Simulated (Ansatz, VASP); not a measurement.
**SiO2 in VASP and in Ansatz**

```
Si O
1.0
     5.06907    0.00000    0.00000
    -2.53454    4.38995    0.00000
     0.00000    0.00000    8.55849
Si O
4 8
Direct
  0.66667 0.33333 0.93713
  0.66667 0.33333 0.56287
  0.33333 0.66667 0.06287
  0.33333 0.66667 0.43713
  0.00000 0.42126 0.00000
  0.42126 0.42126 0.50000
  0.57874 0.00000 0.50000
  0.57874 0.57874 0.00000
  0.00000 0.57874 0.50000
  0.66667 0.33333 0.75000
  0.33333 0.66667 0.25000
  0.42126 0.00000 0.00000
```

Alike in both runs: task relaxation of cell and atoms; functional LDA; k mesh 6 × 6 × 4; occupations gaussian, width 0.02 eV; no spin polarisation.

|  | VASP | Ansatz |
| --- | --- | --- |
| version | VASP 6.6.1 | Ansatz 0.2.0 |
| potentials or method | VASP PAW LDA potentials, release 64 (Si, O), cutoff 600 eV | scalar-relativistic, plane waves, PAW |
| valence electrons in the cell | 64 | 64 |

Ansatz gave:

| Quantity | Value |
| --- | --- |
| gap on the k mesh at the Fermi level, each at its own relaxed structure (eV) | 5.42 |
| relaxed volume (Å³/atom) | 15.50 |
| relaxed cell length with the largest relative difference (Å) | 5.015 |

Task: What did VASP give for the same quantities?

Result: gap on the k mesh at the Fermi level, each at its own relaxed structure (eV): 5.41; relaxed volume (Å³/atom): 15.49; relaxed cell length with the largest relative difference (Å): 5.011.

LDA's correlation is that of Perdew and Zunger in VASP and of Perdew and Wang (1992) in Ansatz.
